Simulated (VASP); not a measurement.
# TiSi16 (a cell with a defect) in VASP: notebook, part 2 of 2

VASP 6.6.1. The steps go on from the part before.

### Step 3. Single point, PBE

Contents of INCAR:

```
PREC = Accurate
ENCUT = 520
EDIFF = 1E-7
ISMEAR = 0
SIGMA = 0.02
LREAL = Auto
LASPH = T
NELM = 100
ALGO = Normal
ISIF = 2
LWAVE = F
LCHARG = T
GGA = PE
LELF = T
LVHAR = T
NBANDS = 52
```

Contents of KPOINTS:

```
Automatic mesh
0
Gamma
  2 2 2
```

Contents of POSCAR:

```
TiSi16
1.0
    0.0000000000      5.4300000000      5.4300000000
    5.4300000000      0.0000000000      5.4300000000
    5.4300000000      5.4300000000      0.0000000000
Si Ti
16 1
Direct
    0.0006796490     -0.0022314975      0.0103386904
    0.1235454091      0.1208137106      0.1449585653
   -0.0013339591      0.0080377355      0.5080589782
    0.1220493630      0.1272607615      0.6272718597
    0.0011628785      0.5055219407      0.0055379112
    0.1348321237      0.6255264246      0.1255372004
    0.0006801141      0.5103246930      0.4977787562
    0.1235486986      0.6449395700      0.6208258980
    0.5043046389     -0.0018461198      0.0102512978
    0.6269436166      0.1308023890      0.1286719370
    0.5045532781      0.0020968364      0.5021090833
    0.6367105286      0.1272260534      0.6272375047
    0.5053674613      0.5014541597      0.0014645651
    0.6273413267      0.6257511836      0.1257623965
    0.5043075540      0.5102368945      0.4981646838
    0.6269443720      0.6286598404      0.6308128177
    0.2504424572      0.2560973944      0.7561133347
```

Potentials or basis: VASP PAW PBE potentials, release 64 (Si, Ti_sv).

Started as:

```console
cat potpaw_PBE.64/Si/POTCAR potpaw_PBE.64/Ti_sv/POTCAR > POTCAR
mpirun -np 1 vasp_std > vasp.out
```

OUTCAR:

```text
PREC = Accurate
   ENCUT = 520
   EDIFF = 1E-7
   ISMEAR = 0
   LREAL = Auto
   LASPH = T
   NELM = 100
   ISIF = 2
   GGA = PE

 ion  position               nearest neighbor table
   1  0.001  0.998  0.010-   6 2.34  10 2.34   2 2.39   4 2.40  17 2.76
   2  0.124  0.121  0.145-   3 2.28   1 2.39   9 2.39   5 2.41  17 2.44
   3  0.999  0.008  0.508-   4 2.27  12 2.27   8 2.28   2 2.28
   4  0.122  0.127  0.627-   3 2.27  11 2.40   7 2.40   1 2.40  17 2.42
   5  0.001  0.506  0.006-   6 2.34  14 2.34   2 2.41   8 2.41  17 2.71
   6  0.135  0.626  0.126-  13 2.32   7 2.34   1 2.34   5 2.34
[... 542 lines left out ...]
  Total        8.2660500      7.8955304      7.8955304      0.0263562     -0.2349361      0.0263562
  in kB       41.3598663     39.5059408     39.5059408      0.1318757     -1.1755224      0.1318755
  external PRESSURE =      40.1239160 kB  Pullay stress =       0.0000000 kB

 VOLUME and BASIS-vectors are now :
 -----------------------------------------------------------------------------
  energy-cutoff  :      520.00
  volume of cell :      320.21
      direct lattice vectors                 reciprocal lattice vectors
     0.000000000  5.430000000  5.430000000    -0.092081031  0.092081031  0.092081031
     5.430000000  0.000000000  5.430000000     0.092081031 -0.092081031  0.092081031
     5.430000000  5.430000000  0.000000000     0.092081031  0.092081031 -0.092081031

 POSITION                                       TOTAL-FORCE (eV/Angst)
 -----------------------------------------------------------------------------------
      5.47402      0.05983      5.42157         0.001731     -0.001296     -0.001559
      1.44314      1.45798      1.32687         0.001276      0.004330     -0.001804
      2.80241      8.18152      5.46640         0.001167     -0.001821     -0.001821
      4.09711      4.06881      1.35375        -0.001981     -0.004346     -0.004346
      2.77505      0.03639      2.75130        -0.000476     -0.000657     -0.000657
      4.07828      1.41381      4.12875         0.002381      0.001551      0.001551
[... 9 lines left out ...]
      6.83894      6.82962      6.81793         0.000176     -0.001717      0.000600
      5.49630      5.46560      2.75051        -0.012055      0.004612      0.004612
 -----------------------------------------------------------------------------------
    total drift:                               -0.012931      0.008441     -0.006716

  FREE ENERGIE OF THE ION-ELECTRON SYSTEM (eV)
  ---------------------------------------------------
  free  energy   TOTEN  =       -92.2043444732 eV

  energy  without entropy=      -92.2000459185  energy(sigma->0) =      -92.20219520
```

OSZICAR:

```text
N       E                     dE             d eps       ncg     rms          rms(c)
DAV:   1     0.339371754667E+03    0.33937E+03   -0.30948E+04   648   0.127E+03
DAV:   2    -0.583401705424E+02   -0.39771E+03   -0.37848E+03   724   0.243E+02
DAV:   3    -0.926087497160E+02   -0.34269E+02   -0.33300E+02   904   0.665E+01
DAV:   4    -0.950556117486E+02   -0.24469E+01   -0.23938E+01   968   0.151E+01
DAV:   5    -0.951274198707E+02   -0.71808E-01   -0.71638E-01   824   0.222E+00    0.187E+01
DAV:   6    -0.943805330372E+02    0.74689E+00   -0.16808E+01   860   0.194E+01    0.149E+01
DAV:   7    -0.929928232504E+02    0.13877E+01   -0.21520E+01   844   0.230E+01    0.946E+00
DAV:   8    -0.922960222809E+02    0.69680E+00   -0.14722E+00   764   0.553E+00    0.283E+00
DAV:   9    -0.922013535555E+02    0.94669E-01   -0.46384E-01   972   0.280E+00    0.542E-01
DAV:  10    -0.922027033184E+02   -0.13498E-02   -0.23671E-02   792   0.560E-01    0.361E-01
DAV:  11    -0.922044605718E+02   -0.17573E-02   -0.40218E-03   792   0.254E-01    0.213E-01
DAV:  12    -0.922042948918E+02    0.16568E-03   -0.13981E-03   848   0.196E-01    0.513E-02
DAV:  13    -0.922043436918E+02   -0.48800E-04   -0.18454E-04   792   0.556E-02    0.216E-02
DAV:  14    -0.922043424287E+02    0.12631E-05   -0.28692E-05   808   0.273E-02    0.722E-03
DAV:  15    -0.922043447777E+02   -0.23490E-05   -0.37489E-06   712   0.765E-03    0.319E-03
DAV:  16    -0.922043444274E+02    0.35034E-06   -0.20917E-07   616   0.192E-03    0.130E-03
DAV:  17    -0.922043444732E+02   -0.45819E-07   -0.11713E-07   504   0.141E-03
   1 F= -.92204344E+02 E0= -.92202195E+02  d E =-.429855E-02
```

stdout:

```text
POSCAR found type information on POSCAR SiTi
 POSCAR found :  2 types and      17 ions
 scaLAPACK will be used
 LDA part: xc-table for (Slater+PW92), standard interpolation
 POSCAR, INCAR and KPOINTS ok, starting setup
 FFT: planning ... GRIDC
 FFT: planning ... GRID_SOFT
 FFT: planning ... GRID
 WAVECAR not read
 entering main loop
```

Wall time 7.2 min (1 thread of AMD EPYC 7R13, shared host); peak memory 0.46 GiB.

What came out:

```yaml
Free_energy: -92.2043 eV
Pressure: 4.0 GPa
Largest_force: 0.014 eV/Å
Band_gap_on_the_k_mesh: zero (bands 38 and 39 overlap by 0.40 eV)
```

Forces in eV/Å, atoms in the order of the input:
```
Si   0.002 -0.001 -0.002
Si   0.001  0.004 -0.002
Si   0.001 -0.002 -0.002
Si  -0.002 -0.004 -0.004
Si   0.000 -0.001 -0.001
Si   0.002  0.002  0.002
Si   0.002 -0.002 -0.001
Si   0.001 -0.002  0.004
Si   0.001 -0.003  0.002
Si   0.000  0.001 -0.002
Si   0.002  0.001  0.001
Si  -0.003  0.003  0.003
Si   0.001  0.000  0.000
Si   0.003  0.000  0.000
Si   0.001  0.002 -0.003
Si   0.000 -0.002  0.001
Ti  -0.012  0.005  0.005
```

Levels at points of the mesh, in eV from the Fermi level:
| k point | band 35 | band 36 | band 37 | band 38 | band 39 | band 40 | band 41 | band 42 |
| --- | --- | --- | --- | --- | --- | --- | --- | --- |
| (0.00, 0.00, 0.00) | -0.97 | -0.97 | -0.42 | -0.39 | -0.35 | -0.11 | -0.05 | 0.27 |
| (0.50, 0.00, 0.00) | -1.35 | -1.35 | -0.27 | -0.01 | 0.08 | 0.46 | 0.48 | 0.85 |
| (0.00, 0.50, 0.00) | -1.36 | -1.34 | -0.25 | 0.05 | 0.07 | 0.45 | 0.46 | 0.80 |
| (0.50, 0.50, 0.50) | -1.35 | -1.35 | -0.27 | 0.00 | 0.08 | 0.45 | 0.48 | 0.85 |
| (0.50, 0.50, 0.00) | -1.99 | -1.85 | -0.68 | -0.02 | 0.58 | 0.59 | 1.12 | 1.36 |
| (0.00, 0.50, 0.50) | -1.98 | -1.87 | -0.69 | -0.02 | 0.57 | 0.63 | 1.11 | 1.34 |

Caveat: the k points lie up to 0.50 Å⁻¹ apart.
